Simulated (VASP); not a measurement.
# Ti3H in VASP: notebook

The runs below take Ti3H through relaxation of the atoms, with PBE.

Program: VASP 6.6.1. These are calculated values, not measurements. Logs are shortened: lines on timing, memory, paths and dates and some standing lists are left out, and cuts for length are marked.

## 1. The cell of the first run

The cell holds a slab with vacuum, 4 atoms: a = 2.908 Å, b = 2.908 Å, c = 19.306 Å, α = 90.00°, β = 90.00°, γ = 90.00°.

## 2. Relaxation of the atoms, PBE

Contents of INCAR:

```
SYSTEM = Ti3H
PREC = Accurate
ENCUT = 520
EDIFF = 1E-7
ISMEAR = 0
SIGMA = 0.1
LREAL = .FALSE.
LASPH = .TRUE.
NELM = 60
ALGO = Normal
ISIF = 2
LWAVE = .FALSE.
LCHARG = .FALSE.
LDIPOL = .TRUE.
IDIPOL = 3
DIPOL = 0.5 0.5 0.345
GGA = PE
IBRION = 2
NSW = 36
EDIFFG = -0.025
```

Contents of KPOINTS:

```
regular mesh
0
G
  9 9 1
  0 0 0
```

Contents of POSCAR:

```
Ti3H
1.0
    2.9075446922      0.0000000000      0.0000000000
    0.0000000000      2.9075446922      0.0000000000
    0.0000000000      0.0000000000     19.3059825228
Ti H
3 1
Selective dynamics
Direct
    0.5000000000      0.5000000000      0.2071896623  F F F
    0.0000000000      0.0000000000      0.3057583538  F F F
    0.5000000000      0.5000000000      0.4043297208  F F F
    0.6666666667      1.0000000000      0.4640366957  F F T
```

Potentials or basis: VASP PAW PBE potentials, release 64 (Ti_sv, H).

Run with:

```
$ cat potpaw_PBE.64/Ti_sv/POTCAR potpaw_PBE.64/H/POTCAR > POTCAR
$ mpirun -np 1 vasp_std > vasp.out
```

OUTCAR:

```text
SYSTEM = Ti3H
   PREC = Accurate
   ENCUT = 520
   EDIFF = 1E-7
   ISMEAR = 0
   LREAL = .FALSE.
   LASPH = .TRUE.
   NELM = 60
   ISIF = 2
   GGA = PE
   IBRION = 2
   NSW = 36
   EDIFFG = -0.025

 ion  position               nearest neighbor table
   1  0.500  0.500  0.207-   2 2.80   2 2.80   2 2.80   2 2.80
   2  0.000  0.000  0.306-   1 2.80   1 2.80   1 2.80   1 2.80   3 2.80   3 2.80   3 2.80   3 2.80

   3  0.500  0.500  0.404-   2 2.80   2 2.80   2 2.80   2 2.80
   4  0.667  0.000  0.464-

  LATTYP: Found a simple tetragonal cell.
 ALAT       =     2.9075446922
 C/A-ratio  =     6.6399607114

  Lattice vectors:

 A1 = (   2.9075446922,   0.0000000000,   0.0000000000)
 A2 = (   0.0000000000,   2.9075446922,   0.0000000000)
 A3 = (   0.0000000000,   0.0000000000,  19.3059825228)

Analysis of symmetry for initial positions (statically):
=====================================================================
 Subroutine PRICEL returns:
 Original cell was already a primitive cell.

 Routine SETGRP: Setting up the symmetry group for a
 simple tetragonal supercell.

 Subroutine GETGRP returns: Found  2 space group operations
 (whereof  2 operations were pure point group operations)
 out of a pool of 16 trial point group operations.

The static configuration has the point symmetry C_1h.

Analysis of symmetry for dynamics (positions and initial velocities):
=====================================================================
 Subroutine PRICEL returns:
 Original cell was already a primitive cell.

 Routine SETGRP: Setting up the symmetry group for a
 simple tetragonal supercell.

 Subroutine GETGRP returns: Found  2 space group operations
 (whereof  2 operations were pure point group operations)
 out of a pool of 16 trial point group operations.

The dynamic configuration has the point symmetry C_1h.

Analysis of constrained symmetry for selective dynamics:
=====================================================================
 Subroutine PRICEL returns:
 Original cell was already a primitive cell.

 Routine SETGRP: Setting up the symmetry group for a
 simple tetragonal supercell.

 Subroutine GETGRP returns: Found  2 space group operations
 (whereof  2 operations were pure point group operations)
 out of a pool of 16 trial point group operations.

The constrained configuration has the point symmetry C_1h.

 Subroutine INISYM returns: Found  2 space group operations
 (whereof  2 operations are pure point group operations),
 and found     1 'primitive' translations

----------------------------------------------------------------------------------------

                                     Primitive cell

  volume of cell :     163.2092

  direct lattice vectors                    reciprocal lattice vectors
     2.907544692  0.000000000  0.000000000     0.343932804  0.000000000  0.000000000
     0.000000000  2.907544692  0.000000000     0.000000000  0.343932804  0.000000000
     0.000000000  0.000000000 19.305982523     0.000000000  0.000000000  0.051797416

  length of vectors
     2.907544692  2.907544692 19.305982523     0.343932804  0.343932804  0.051797416

  position of ions in fractional coordinates (direct lattice)
     0.500000000  0.500000000  0.207189662
     0.000000000  0.000000000  0.305758354
     0.500000000  0.500000000  0.404329721
     0.666666667  0.000000000  0.464036696

  ion indices of the primitive-cell ions
   primitive index   ion index
                 1           1
                 2           2
                 3           3
                 4           4

----------------------------------------------------------------------------------------

 KPOINTS: regular mesh

Automatic generation of k-mesh.
 Grid dimensions read from file:
 generate k-points for:    9    9    1

 Generating k-lattice:

  Cartesian coordinates                     Fractional coordinates (reciprocal lattice)
     0.038214756  0.000000000  0.000000000     0.111111111  0.000000000  0.000000000
     0.000000000  0.038214756  0.000000000     0.000000000  0.111111111  0.000000000
     0.000000000  0.000000000  0.051797416     0.000000000  0.000000000  1.000000000

  Length of vectors
     0.038214756  0.038214756  0.051797416

  Shift w.r.t. Gamma in fractional coordinates (k-lattice)
     0.000000000  0.000000000  0.000000000

 Subroutine IBZKPT returns following result:
 ===========================================

 Found     25 irreducible k-points:

 Following reciprocal coordinates:
            Coordinates               Weight
  0.000000  0.000000  0.000000      1.000000
  0.111111  0.000000  0.000000      2.000000
  0.000000  0.111111  0.000000      2.000000
  0.222222  0.000000  0.000000      2.000000
  0.000000  0.222222  0.000000      2.000000
  0.333333  0.000000  0.000000      2.000000
[... 16 lines left out ...]
  0.444444  0.333333  0.000000      4.000000
 -0.333333  0.444444  0.000000      4.000000
   k-points           NKPTS =     25   k-points in BZ     NKDIM =     25   number of bands    NBANDS=     22
   number of dos      NEDOS =    301   number of ions     NIONS =      4
   total plane-waves  NPLWV =  82944
   dimension x,y,z NGX =    24 NGY =   24 NGZ =  144
   dimension x,y,z NGXF=    48 NGYF=   48 NGZF=  288
   ions per type =               3   1
   NGX,Y,Z   is equivalent  to a cutoff of  13.72, 13.72, 12.40 a.u.
   NGXF,Y,Z  is equivalent  to a cutoff of  27.45, 27.45, 24.80 a.u.
 SYSTEM =  Ti3H
   PREC   = accura    normal or accurate (medium, high low for compatibility)
   ISTART =      0    job   : 0-new  1-cont  2-samecut
   ICHARG =      2    charge: 1-file 2-atom 10-const
   ISPIN  =      1    spin polarized calculation?
   LNONCOLLINEAR =      F non collinear calculations
   LSORBIT =      F    spin-orbit coupling
   LASPH  =      T    aspherical Exc in radial PAW
   ENCUT  =  520.0 eV  38.22 Ry    6.18 a.u.   5.41  5.41 35.90*2*pi/ulx,y,z
   NELM   =     60;   NELMIN=  2; NELMDL= -5     # of ELM steps
   EDIFF  = 0.1E-06   stopping-criterion for ELM
   LREAL  =      F    real-space projection
   EDIFFG = -.3E-01   stopping-criterion for IOM
   NSW    =     36    number of steps for IOM
   IBRION =      2    ionic relax: 0-MD 1-quasi-New 2-CG
   NFREE  =      1    steps in history (QN), initial steepest desc. (CG)
   ISIF   =      2    stress and relaxation
   ISYM   =      2    0-nonsym 1-usesym 2-fastsym
   POTIM  = 0.5000    time-step for ionic-motion
   TEBEG  =    0.0;   TEEND  =   0.0 temperature during run
   PSTRESS=    0.0 pullay stress
   NELECT =      37.0000    total number of electrons
   NUPDOWN=      -1.0000    fix difference up-down
   EMIN   =  10.00;   EMAX   =-10.00  energy-range for DOS
   EFERMI =   0.00;   METHOD = LEGACY
   ISMEAR =     0;   SIGMA  =   0.10  broadening in eV -4-tet -1-fermi 0-gaus
   EFERMI_NEDOS =   21; number of points for ismear=-14 and -15
   IALGO  =     38    algorithm
   IMIX   =      4    mixing-type and parameters
     AMIX     =   0.40;   BMIX     =  1.00
     AMIX_MAG =   1.60;   BMIX_MAG =  1.00
  volume/ion in A,a.u.               =      40.80       275.35
  Fermi-wavevector in a.u.,A,eV,Ry     =   0.998222  1.886366 13.557489  0.996447
  Thomas-Fermi vector in A             =   2.130431
   LORBIT       =      0    0 simple, 1 ext, 2 COOP (PROOUT), +10 PAW based schemes
   GGA     = PE    functional components
   LHFCALC =     F    Hartree Fock is set to
   AEXX    =    0.0000 exact exchange contribution
   IVDW    =     0    specifies the selected vdW correction
   LEPSILON=     F    determine dielectric tensor
   LRPA    =     F    only Hartree local field effects (RPA)
 conjugate gradient relaxation of ions
 non-spin polarized calculation
 Gauss-broadening in eV      SIGMA  =   0.10
  energy-cutoff  :      520.00
  volume of cell :      163.21
 maximum number of plane-waves:      4439
 NGX is ok and might be reduce to    24
   NGX = 11   NGY = 11   NGZ = 71

 dipolmoment           0.000000      0.000000     -0.163417 electrons x Angstroem

 number of electron      37.0000014 magnetization

 dipolmoment           0.000000      0.000000      0.051850 electrons x Angstroem

 Free energy of the ion-electron system (eV)
  ---------------------------------------------------
  ext. energy  EPLUGINS =         0.00000000
  ---------------------------------------------------
  free energy    TOTEN  =       -25.50449481 eV

  energy without entropy =      -25.47150034  energy(sigma->0) =      -25.48799758

 E-fermi :  -0.1173     XC(G=0):  -4.7804

 val. band max:       -0.1279643887   @ k =   0.0000   0.0000   0.0000
 cond. band min:      -0.0892979165   @ k =   0.1111   0.0000   0.0000
 fundamental gap:      0.0386664721
 Fermi energy:        -0.1173365648

 k-point     1 :       0.0000    0.0000    0.0000
  band No.  band energies     occupation
      1     -56.9541      2.00000
      2     -56.9338      2.00000
      3     -56.5351      2.00000
      4     -33.3884      2.00000
      5     -33.2620      2.00000
      6     -33.0424      2.00000
[... 14 lines left out ...]
     21       0.9228      0.00000
     22       0.9336      0.00000

 k-point     2 :       0.1111    0.0000    0.0000
  band No.  band energies     occupation
      1     -56.9474      2.00000
      2     -56.9289      2.00000
      3     -56.5324      2.00000
      4     -33.3777      2.00000
      5     -33.2717      2.00000
      6     -33.0840      2.00000
[... 14 lines left out ...]
     21       0.8906      0.00000
     22       0.9548      0.00000

 k-point     3 :       0.0000    0.1111    0.0000
  band No.  band energies     occupation
      1     -56.9473      2.00000
      2     -56.9289      2.00000
      3     -56.5324      2.00000
      4     -33.3770      2.00000
      5     -33.2703      2.00000
      6     -33.0414      2.00000
[... 14 lines left out ...]
     21       0.9250      0.00000
     22       0.9672      0.00000

 k-point     4 :       0.2222    0.0000    0.0000
  band No.  band energies     occupation
      1     -56.9303      2.00000
      2     -56.9165      2.00000
      3     -56.5255      2.00000
      4     -33.3609      2.00000
      5     -33.2992      2.00000
      6     -33.1873      2.00000
[... 14 lines left out ...]
     21       0.9890      0.00000
     22       1.0455      0.00000

 k-point     5 :       0.0000    0.2222    0.0000
  band No.  band energies     occupation
      1     -56.9300      2.00000
      2     -56.9164      2.00000
      3     -56.5256      2.00000
      4     -33.3566      2.00000
      5     -33.2949      2.00000
      6     -33.1497      2.00000
[... 14 lines left out ...]
     21       0.9804      0.00000
     22       1.0285      0.00000

 k-point     6 :       0.3333    0.0000    0.0000
  band No.  band energies     occupation
      1     -56.9110      2.00000
      2     -56.9020      2.00000
      3     -56.5179      2.00000
      4     -33.3896      2.00000
      5     -33.3506      2.00000
      6     -33.2566      2.00000
[... 14 lines left out ...]
     21       0.7651      0.00000
     22       0.8859      0.00000

 k-point     7 :       0.0000    0.3333    0.0000
  band No.  band energies     occupation
      1     -56.9104      2.00000
      2     -56.9018      2.00000
      3     -56.5181      2.00000
      4     -33.3740      2.00000
      5     -33.3436      2.00000
      6     -33.2415      2.00000
[... 324 lines left out ...]
      6     -33.2988      2.00000
[... 14 lines left out ...]
     21       0.7852      0.00000
     22       1.1534      0.00000

 k-point    21 :      -0.2222    0.4444    0.0000
  band No.  band energies     occupation
      1     -56.8815      2.00000
      2     -56.8752      2.00000
      3     -56.4968      2.00000
      4     -33.3620      2.00000
      5     -33.3465      2.00000
      6     -33.3267      2.00000
[... 14 lines left out ...]
     21       0.7948      0.00000
     22       0.8771      0.00000

 k-point    22 :       0.3333    0.3333    0.0000
  band No.  band energies     occupation
      1     -56.8777      2.00000
      2     -56.8711      2.00000
      3     -56.4911      2.00000
      4     -33.3200      2.00000
      5     -33.3032      2.00000
      6     -33.2630      2.00000
[... 14 lines left out ...]
     21       1.0144      0.00000
     22       1.3301      0.00000

 k-point    23 :       0.4444    0.3333    0.0000
  band No.  band energies     occupation
      1     -56.8682      2.00000
      2     -56.8619      2.00000
      3     -56.4832      2.00000
      4     -33.3761      2.00000
      5     -33.3329      2.00000
      6     -33.2847      2.00000
[... 14 lines left out ...]
     21       1.4376      0.00000
     22       1.6118      0.00000

 k-point    24 :      -0.3333    0.4444    0.0000
  band No.  band energies     occupation
      1     -56.8680      2.00000
      2     -56.8618      2.00000
      3     -56.4832      2.00000
      4     -33.3484      2.00000
      5     -33.3346      2.00000
      6     -33.3113      2.00000
[... 14 lines left out ...]
     21       1.2897      0.00000
     22       1.6375      0.00000

 [... further k-points ...]

------------------------ aborting loop because EDIFF is reached ----------------------------------------

 vacuum level on the upper side and lower side of the slab       (xc-potential included)         0.336        -0.801

  FORCE on cell =-STRESS in cart. coord.  units (eV):
  Direction    XX          YY          ZZ          XY          YZ          ZX
  --------------------------------------------------------------------------------------
  -------------------------------------------------------------------------------------
  Total       -1.1611623     -1.2703032      1.3476944      0.0000000      0.0000000      0.2165935
  in kB      -11.3987916    -12.4701957     13.2299223      0.0000000      0.0000000      2.1262351
  external PRESSURE =      -3.5463550 kB  Pullay stress =       0.0000000 kB

 VOLUME and BASIS-vectors are now :
 -----------------------------------------------------------------------------
  energy-cutoff  :      520.00
  volume of cell :      163.21
      direct lattice vectors                 reciprocal lattice vectors
     2.907544692  0.000000000  0.000000000     0.343932804  0.000000000  0.000000000
     0.000000000  2.907544692  0.000000000     0.000000000  0.343932804  0.000000000
     0.000000000  0.000000000 19.305982523     0.000000000  0.000000000  0.051797416

 POSITION                                       TOTAL-FORCE (eV/Angst)
 -----------------------------------------------------------------------------------
      1.45377      1.45377      4.00000        -0.020690      0.000000      0.040394
      0.00000      0.00000      5.90297         0.058759      0.000000     -0.799686
      1.45377      1.45377      7.80598        -0.254707      0.000000      0.753038
      1.93836      0.00000      8.95868         0.216638      0.000000      0.006255
 -----------------------------------------------------------------------------------
    total drift:                                0.000005     -0.000000     -0.000430

  FREE ENERGIE OF THE ION-ELECTRON SYSTEM (eV)
  ---------------------------------------------------
  free  energy   TOTEN  =       -25.5044948115 eV

  energy  without entropy=      -25.4715003432  energy(sigma->0) =      -25.48799758

 reached required accuracy - stopping structural energy minimisation

 vacuum level on the upper side and lower side of the slab         4.520         3.352
```

Wall time 4.7 min (1 thread of Oxide Virtual Turin-like, shared host); peak memory 0.27 GiB.

What came out:

```
Free energy            : -25.5045 eV
Band gap on the k mesh : zero (an odd number of electrons rules out a gap without spin polarisation)
```

Final structure:
```
Ti H
1.0
     2.90754    0.00000    0.00000
     0.00000    2.90754    0.00000
     0.00000    0.00000   19.30598
Ti H
3 1
Cartesian
  1.4538 1.4538 4.0000
  0.0000 0.0000 5.9030
  1.4538 1.4538 7.8060
  1.9384 0.0000 8.9587
```

Levels at points of the mesh, in eV from the Fermi level:
| k point | band 16 | band 17 | band 18 | band 19 | band 20 | band 21 |
| --- | --- | --- | --- | --- | --- | --- |
| (0.00, 0.00, 0.00) | -1.78 | -1.28 | -0.57 | -0.01 | 0.70 | 1.04 |

Caveat: the relaxation stopped at its first step, so nothing moved.

## 3. Relaxation of the atoms, PBE

Contents of INCAR:

```
PREC = Accurate
ENCUT = 520
EDIFF = 1E-6
ISMEAR = 0
SIGMA = 0.1
LREAL = False
LASPH = True
NELM = 60
ALGO = Normal
ISIF = 2
LWAVE = False
LCHARG = False
LDIPOL = True
IDIPOL = 3
DIPOL = 0.5 0.5 0.338
GGA = PE
IBRION = 2
NSW = 36
EDIFFG = -0.025
```

Contents of KPOINTS:

```
regular mesh
0
Gamma
  9 9 1
```

Edit POSCAR of step 2 so:

```diff
@@ -12,2 +12,2 @@
     0.5000000000      0.5000000000      0.4043297208  F F F
-    0.6666666667      1.0000000000      0.4640366957  F F T
+    0.8333333333      1.0000000000      0.4358569453  F F T
```

Potentials or basis: VASP PAW PBE potentials, release 64 (Ti_sv, H).

Run with:

```
$ cat potpaw_PBE.64/Ti_sv/POTCAR potpaw_PBE.64/H/POTCAR > POTCAR
$ mpirun -np 1 vasp_std > vasp.out
```

Wall time 7.1 min (1 thread of Oxide Virtual Turin-like, shared host); peak memory 0.28 GiB.

The run converged. Its results:

* Free energy: -25.6572 eV
* Energy gained by relaxing: 16.8 meV/atom
* Ionic steps: 6
* Band gap on the k mesh: zero (an odd number of electrons rules out a gap without spin polarisation)

The path:
```tsv
step	energy change (eV)	largest force on free atoms (eV/Å)	pressure (GPa)
1	0.0000	0.3788	-0.03
2	-0.0069	0.3706	-0.07
3	-0.0263	0.3335	-0.18
4	-0.0563	0.1990	-0.43
5	-0.0537	0.2516	-0.91
6	-0.0673	0.0213	-0.64
```

Final structure:
```
CELL_PARAMETERS angstrom
2.90754 0.00000 0.00000
0.00000 2.90754 0.00000
0.00000 0.00000 19.30598
ATOMIC_POSITIONS crystal
Ti 0.50000 0.50000 0.20719
Ti 0.00000 0.00000 0.30576
Ti 0.50000 0.50000 0.40433
H 0.83333 0.00000 0.45034
```

Levels at points of the mesh, in eV from the Fermi level:
```tsv
k point	band 15	band 16	band 17	band 18	band 19	band 20	band 21	band 22
(0.00, 0.00, 0.00)	-2.91	-1.73	-0.97	-0.71	-0.01	0.66	1.01	1.01
```
